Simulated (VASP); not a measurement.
Crystal: HfO2.

```
Hf O
1.0
     5.04883    0.00000    0.00000
     0.00000    5.11561    0.00000
    -0.84706    0.00000    5.14340
Hf O
4 8
Direct
  0.27550 0.46030 0.70800
  0.72450 0.96030 0.79200
  0.72450 0.53970 0.29200
  0.27550 0.03970 0.20800
  0.07420 0.16840 0.84670
  0.92580 0.66840 0.65330
  0.92580 0.83160 0.15330
  0.07420 0.33160 0.34670
  0.44870 0.74190 0.98010
  0.55130 0.24190 0.51990
  0.55130 0.25810 0.01990
  0.44870 0.75810 0.48010
```

Base run:

```yaml
Program: VASP 6.6.1
Functional: PBE
Dispersion: D4
Potentials_or_basis: VASP PAW PBE potentials, release 64 (Hf_pv, O)
Cutoff: 520 eV
k_mesh: 5 × 5 × 5
Occupations: fermi-dirac, width 0.05 eV
Spin: no spin polarisation
```

Its results: band gap on the k mesh 4.31 eV (least direct gap 4.36 eV); pressure 10.4 GPa; largest force 0.580 eV/Å.

The run is repeated on the same cell with these changes: functional from PBE to RPBE; further incar settings from ALGO = Normal; EDIFF = 1e-07; NBANDS = 56 to ALGO = Normal; EDIFF = 1e-06; NBANDS = 56. What comes out?

Band gap on the k mesh 4.39 eV (least direct gap 4.45 eV); pressure 10.8 GPa; largest force 0.602 eV/Å.

Caveats: the cell stands under pressure; spin-orbit coupling is left out, which moves the levels of the heavy elements; the PAW data sets were made with another functional, which shifts forces and pressure a little (at least some runs).

A k mesh can miss the band edges.
